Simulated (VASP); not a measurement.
Here is a VASP 6.6.1 calculation.

INCAR

```
SYSTEM = Ag
PREC = Accurate ; ENCUT = 520
EDIFF = 1E-6 ; ISMEAR = -1
SIGMA = 0.05 ; LREAL = .False.
LASPH = .True. ; NELM = 60
ALGO = Normal ; ISIF = 2
LWAVE = .False. ; LCHARG = .False.
NBANDS = 18
```

The input KPOINTS:

```
regular mesh
0
Gamma
  13 13 13
  0 0 0
```

Contents of POSCAR:

```
Ag
1.0
    0.0000000000      2.1847326037      2.1847326037
    2.1847326037      0.0000000000      2.1847326037
    2.1847326037      2.1847326037      0.0000000000
Ag
2
Direct
   -0.1250000000     -0.1250000000     -0.1250000000
    0.1250000000      0.1250000000      0.1250000000
```

Potentials or basis: VASP PAW LDA potentials, release 64 (Ag).

Launch:

```sh
$ cat potpaw_LDA.64/Ag/POTCAR > POTCAR
$ mpirun -np 1 vasp_std > vasp.out
```

(1) Predict the pressure.

(2) What does it give for the band gap on the k mesh?

## Answers

(1) 465.4 GPa.

(2) zero (band 11 reaches 19.74 eV, above the bottom of band 12 at 18.99 eV).
